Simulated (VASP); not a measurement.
# CdS (P6_3mc) in VASP: relaxation of cell and atoms with LDA

Aim: the relaxation of cell and atoms of CdS with LDA.

All numbers are computed with VASP 6.6.1; they aren't measurements. Logs are shortened: lines on timing, memory, paths and dates and some standing lists are left out, and cuts for length are marked.

## (1) The cell of the first run

Symmetry: P6_3mc, No. 186, hexagonal system. The conventional cell has a = 4.169 Å, b = 4.169 Å, c = 6.780 Å, α = 90.00°, β = 90.00°, γ = 120.00°. Cd (site symmetry 3m) has 4 S at 2.55 Å within 3.4 Å. S (site symmetry 3m) has 4 Cd at 2.55 Å within 3.4 Å.

## (2) Relaxation of cell and atoms, LDA

Input file INCAR:

```
SYSTEM = CdS
ALGO = Normal
EDIFF = 1E-7
EDIFFG = -0.002
ENCUT = 630
GGA_COMPAT = .False.
IBRION = 2
ISIF = 3
ISMEAR = 0
LASPH = .True.
LCHARG = .False.
LREAL = .False.
LWAVE = .False.
NELM = 120
NELMIN = 4
NSW = 100
PREC = Accurate
SIGMA = 0.02
```

Input file KPOINTS:

```
k-points
0
Gamma
  6 6 4
  0 0 0
```

Input file POSCAR:

```
CdS
1.0
    4.1688381000      0.0000000000      0.0000000000
   -2.0844190500      3.6103197000      0.0000000000
    0.0000000000      0.0000000000      6.7796174100
Cd S
2 2
Direct
    0.6666666700      0.3333333300      0.5002243700
    0.3333333300      0.6666666700      0.0002243700
    0.6666666700      0.3333333300      0.8767756300
    0.3333333300      0.6666666700      0.3767756300
```

Potentials or basis: VASP PAW LDA potentials, release 64 (Cd_sv_GW, S).

The run is started by

```
$ cat potpaw_LDA.64/Cd_sv_GW/POTCAR potpaw_LDA.64/S/POTCAR > POTCAR
$ mpirun -np 1 vasp_std > vasp.out
```

OUTCAR:

```text
SYSTEM = CdS
   EDIFF = 1E-7
   EDIFFG = -0.002
   ENCUT = 630
   IBRION = 2
   ISIF = 3
   ISMEAR = 0
   LASPH = .True.
   LREAL = .False.
   NELM = 120
   NELMIN = 4
   NSW = 100
   PREC = Accurate

 ion  position               nearest neighbor table
   1  0.667  0.333  0.500-   4 2.55   4 2.55   4 2.55   3 2.55
   2  0.333  0.667  0.000-   3 2.55   3 2.55   3 2.55   4 2.55
   3  0.667  0.333  0.877-   2 2.55   2 2.55   2 2.55   1 2.55
   4  0.333  0.667  0.377-   1 2.55   1 2.55   1 2.55   2 2.55

  LATTYP: Found a hexagonal cell.
 ALAT       =     4.1688381000
 C/A-ratio  =     1.6262606624

  Lattice vectors:

 A1 = (   4.1688381000,   0.0000000000,   0.0000000000)
 A2 = (  -2.0844190500,   3.6103197000,   0.0000000000)
 A3 = (   0.0000000000,   0.0000000000,   6.7796174100)

Analysis of symmetry for initial positions (statically):
=====================================================================
 Subroutine PRICEL returns:
 Original cell was already a primitive cell.

 Routine SETGRP: Setting up the symmetry group for a
 hexagonal supercell.

 Subroutine GETGRP returns: Found 12 space group operations
 (whereof  6 operations were pure point group operations)
 out of a pool of 24 trial point group operations.

The static configuration has the point symmetry C_3v.
 The point group associated with its full space group is C_6v.

Analysis of symmetry for dynamics (positions and initial velocities):
=====================================================================
 Subroutine PRICEL returns:
 Original cell was already a primitive cell.

 Routine SETGRP: Setting up the symmetry group for a
 hexagonal supercell.

 Subroutine GETGRP returns: Found 12 space group operations
 (whereof  6 operations were pure point group operations)
 out of a pool of 24 trial point group operations.

The dynamic configuration has the point symmetry C_3v.
 The point group associated with its full space group is C_6v.

 Subroutine INISYM returns: Found 12 space group operations
 (whereof  6 operations are pure point group operations),
 and found     1 'primitive' translations

----------------------------------------------------------------------------------------

                                     Primitive cell

  volume of cell :     102.0389

  direct lattice vectors                    reciprocal lattice vectors
     4.168838100  0.000000000  0.000000000     0.239874991  0.138491890  0.000000000
    -2.084419050  3.610319700  0.000000000     0.000000000  0.276983781  0.000000000
     0.000000000  0.000000000  6.779617410     0.000000000  0.000000000  0.147500949

  length of vectors
     4.168838100  4.168838101  6.779617410     0.276983781  0.276983781  0.147500949

  position of ions in fractional coordinates (direct lattice)
     0.666666670  0.333333330  0.500224370
     0.333333330  0.666666670  0.000224370
     0.666666670  0.333333330  0.876775630
     0.333333330  0.666666670  0.376775630

  ion indices of the primitive-cell ions
   primitive index   ion index
                 1           1
                 2           2
                 3           3
                 4           4

----------------------------------------------------------------------------------------

 KPOINTS: k-points

Automatic generation of k-mesh.
 Grid dimensions read from file:
 generate k-points for:    6    6    4

 Generating k-lattice:

  Cartesian coordinates                     Fractional coordinates (reciprocal lattice)
     0.039979165  0.023081982  0.000000000     0.166666667 -0.000000000  0.000000000
     0.000000000  0.046163963  0.000000000     0.000000000  0.166666667  0.000000000
     0.000000000  0.000000000  0.036875237     0.000000000  0.000000000  0.250000000

  Length of vectors
     0.046163963  0.046163963  0.036875237

  Shift w.r.t. Gamma in fractional coordinates (k-lattice)
     0.000000000  0.000000000  0.000000000

 Subroutine IBZKPT returns following result:
 ===========================================

 Found     21 irreducible k-points:

 Following reciprocal coordinates:
            Coordinates               Weight
  0.000000  0.000000  0.000000      1.000000
  0.166667  0.000000  0.000000      6.000000
  0.333333  0.000000  0.000000      6.000000
  0.500000  0.000000  0.000000      3.000000
  0.166667  0.166667  0.000000      6.000000
  0.333333  0.166667  0.000000     12.000000
[... 13 lines left out ...]
  0.333333  0.166667  0.500000     12.000000
  0.333333  0.333333  0.500000      2.000000
   k-points           NKPTS =     21   k-points in BZ     NKDIM =     21   number of bands    NBANDS=     31
   number of dos      NEDOS =    301   number of ions     NIONS =      4
   total plane-waves  NPLWV =  72576
   dimension x,y,z NGX =    36 NGY =   36 NGZ =   56
   dimension x,y,z NGXF=    72 NGYF=   72 NGZF=  112
   ions per type =               2   2
   NGX,Y,Z   is equivalent  to a cutoff of  14.36, 14.36, 13.73 a.u.
   NGXF,Y,Z  is equivalent  to a cutoff of  28.71, 28.71, 27.46 a.u.
 SYSTEM =  CdS
   PREC   = accura    normal or accurate (medium, high low for compatibility)
   ISTART =      0    job   : 0-new  1-cont  2-samecut
   ICHARG =      2    charge: 1-file 2-atom 10-const
   ISPIN  =      1    spin polarized calculation?
   LNONCOLLINEAR =      F non collinear calculations
   LSORBIT =      F    spin-orbit coupling
   LASPH  =      T    aspherical Exc in radial PAW
   ENCUT  =  630.0 eV  46.30 Ry    6.80 a.u.   8.53  8.53 13.87*2*pi/ulx,y,z
   NELM   =    120;   NELMIN=  4; NELMDL= -5     # of ELM steps
   EDIFF  = 0.1E-06   stopping-criterion for ELM
   LREAL  =      F    real-space projection
   EDIFFG = -.2E-02   stopping-criterion for IOM
   NSW    =    100    number of steps for IOM
   IBRION =      2    ionic relax: 0-MD 1-quasi-New 2-CG
   NFREE  =      1    steps in history (QN), initial steepest desc. (CG)
   ISIF   =      3    stress and relaxation
   ISYM   =      2    0-nonsym 1-usesym 2-fastsym
   POTIM  = 0.5000    time-step for ionic-motion
   TEBEG  =    0.0;   TEEND  =   0.0 temperature during run
   PSTRESS=    0.0 pullay stress
   NELECT =      52.0000    total number of electrons
   NUPDOWN=      -1.0000    fix difference up-down
   EMIN   =  10.00;   EMAX   =-10.00  energy-range for DOS
   EFERMI =   0.00;   METHOD = LEGACY
   ISMEAR =     0;   SIGMA  =   0.02  broadening in eV -4-tet -1-fermi 0-gaus
   EFERMI_NEDOS =   21; number of points for ismear=-14 and -15
   IALGO  =     38    algorithm
   IMIX   =      4    mixing-type and parameters
     AMIX     =   0.40;   BMIX     =  1.00
     AMIX_MAG =   1.60;   BMIX_MAG =  1.00
  volume/ion in A,a.u.               =      25.51       172.15
  Fermi-wavevector in a.u.,A,eV,Ry     =   1.307637  2.471076 23.264812  1.709915
  Thomas-Fermi vector in A             =   2.438358
   LORBIT       =      0    0 simple, 1 ext, 2 COOP (PROOUT), +10 PAW based schemes
   GGA     = CA    functional components
   LHFCALC =     F    Hartree Fock is set to
   AEXX    =    0.0000 exact exchange contribution
   IVDW    =     0    specifies the selected vdW correction
   LEPSILON=     F    determine dielectric tensor
   LRPA    =     F    only Hartree local field effects (RPA)
 conjugate gradient relaxation of ions
 non-spin polarized calculation
 Gauss-broadening in eV      SIGMA  =   0.02
  energy-cutoff  :      630.00
  volume of cell :      102.04
 maximum number of plane-waves:      3693
 NGX is ok and might be reduce to    36
   NGX = 17   NGY = 17   NGZ = 27

--------------------------------------- Ionic step        1  -------------------------------------------

 number of electron      51.9999988 magnetization

 Free energy of the ion-electron system (eV)
  ---------------------------------------------------
  ext. energy  EPLUGINS =         0.00000000
  ---------------------------------------------------
  free energy    TOTEN  =       -14.81821653 eV

  energy without entropy =      -14.81821653  energy(sigma->0) =      -14.81821653

------------------------ aborting loop because EDIFF is reached ----------------------------------------

  FORCE on cell =-STRESS in cart. coord.  units (eV):
  Direction    XX          YY          ZZ          XY          YZ          ZX
  --------------------------------------------------------------------------------------
  -------------------------------------------------------------------------------------
  Total       -2.5188032     -2.5188032     -2.4752466      0.0000000      0.0000000      0.0000000
  in kB      -39.5493129    -39.5493129    -38.8654029      0.0000000      0.0000000      0.0000000
  external PRESSURE =     -39.3213429 kB  Pullay stress =       0.0000000 kB
[... 23 lines left out ...]
  energy  without entropy=      -14.8182165254  energy(sigma->0) =      -14.81821653

--------------------------------------- Ionic step        2  -------------------------------------------

 number of electron      52.0000018 magnetization

 E-fermi :   3.5212     XC(G=0): -10.0134

 val. band max:        3.3020689412   @ k =   0.0000   0.0000   0.0000
 cond. band min:       4.4071851108   @ k =   0.0000   0.0000   0.0000
 fundamental gap:      1.1051161696
 Fermi energy:         3.5212310383

 k-point     1 :       0.0000    0.0000    0.0000
  band No.  band energies     occupation
      1     -97.5916      2.00000
      2     -97.5915      2.00000
      3     -58.9821      2.00000
      4     -58.9819      2.00000
      5     -58.9819      2.00000
      6     -58.9818      2.00000
[... 772 lines left out ...]
  FREE ENERGIE OF THE ION-ELECTRON SYSTEM (eV)
  ---------------------------------------------------
  free  energy   TOTEN  =       -14.9024277603 eV

  energy  without entropy=      -14.9024277603  energy(sigma->0) =      -14.90242776

[... ionic steps 4 to 9 ...]

--------------------------------------- Ionic step       10  -------------------------------------------

 number of electron      52.0000004 magnetization

------------------------ aborting loop because EDIFF is reached ----------------------------------------

  FORCE on cell =-STRESS in cart. coord.  units (eV):
  Direction    XX          YY          ZZ          XY          YZ          ZX
  --------------------------------------------------------------------------------------
  -------------------------------------------------------------------------------------
  Total       -0.0093816     -0.0093816      0.0041216      0.0000000      0.0000000      0.0000000
  in kB       -0.1573054     -0.1573054      0.0691088      0.0000000      0.0000000      0.0000000
  external PRESSURE =      -0.0818340 kB  Pullay stress =       0.0000000 kB
[... 61 lines left out ...]
  energy  without entropy=      -14.9024357080  energy(sigma->0) =      -14.90243571

--------------------------------------- Ionic step       12  -------------------------------------------

 number of electron      52.0000003 magnetization

 Free energy of the ion-electron system (eV)
  ---------------------------------------------------
  ext. energy  EPLUGINS =         0.00000000
  ---------------------------------------------------
  free energy    TOTEN  =       -14.90244220 eV

  energy without entropy =      -14.90244220  energy(sigma->0) =      -14.90244220

 E-fermi :   3.1688     XC(G=0):  -9.8884

 val. band max:        3.0160135429   @ k =   0.0000   0.0000   0.0000
 cond. band min:       4.0617203334   @ k =   0.0000   0.0000   0.0000
 fundamental gap:      1.0457067905
 Fermi energy:         3.1687771345

 k-point     1 :       0.0000    0.0000    0.0000
  band No.  band energies     occupation
      1     -97.8118      2.00000
      2     -97.8118      2.00000
      3     -59.2014      2.00000
      4     -59.2013      2.00000
      5     -59.2013      2.00000
      6     -59.2011      2.00000
[... 734 lines left out ...]
  FREE ENERGIE OF THE ION-ELECTRON SYSTEM (eV)
  ---------------------------------------------------
  free  energy   TOTEN  =       -14.9024422026 eV

  energy  without entropy=      -14.9024422026  energy(sigma->0) =      -14.90244220

 reached required accuracy - stopping structural energy minimisation
```

Wall time 8.8 min (1 thread of Intel Xeon Platinum 8259CL at 2.50GHz (Skylake/Cascade Lake), shared host); peak memory 0.26 GiB.

What came out:

- Free energy: -14.9024 eV
- Relaxed volume: 23.89 Å³/atom
- Relaxed cell: a = 4.077 Å, b = 4.077 Å, c = 6.637 Å, α = 90.00°, β = 90.00°, γ = 120.00°
- Space group after relaxing (to 0.1 Å): P6_3mc (No. 186)
- Energy gained by relaxing: 21.1 meV/atom
- Ionic steps: 12
- Pressure after relaxing: 0.0 GPa
- Band gap on the k mesh: 1.05 eV

Step by step:
```
step  energy change (eV)  largest force (eV/Å)  pressure (GPa)  volume (Å³)
   1              0.0000                0.0034           -3.93       102.04
   2             -0.0698                0.0095            1.91        93.07
   3             -0.0842                0.0052            0.00        95.55
   4             -0.0842                0.0052            0.09        95.42
   5             -0.0842                0.0036           -0.03        95.59
   6             -0.0842                0.0036           -0.02        95.56
   7             -0.0842                0.0036            0.00        95.54
   8             -0.0842                0.0038            0.00        95.54
   9             -0.0842                0.0044            0.00        95.55
  10             -0.0842                0.0036           -0.01        95.55
  11             -0.0842                0.0022           -0.01        95.55
  12             -0.0842                0.0008           -0.01        95.55
```

Final structure:
```yaml
crystal:
  lattice:
    - [4.07718, 0.00000, 0.00000]
    - [-2.03859, 3.53094, 0.00000]
    - [0.00000, 0.00000, 6.63719]
  atoms:
    - { symbol: Cd, position: [0.66667, 0.33333, 0.50032] }
    - { symbol: Cd, position: [0.33333, 0.66667, 0.00032] }
    - { symbol: S, position: [0.66667, 0.33333, 0.87668] }
    - { symbol: S, position: [0.33333, 0.66667, 0.37668] }
```
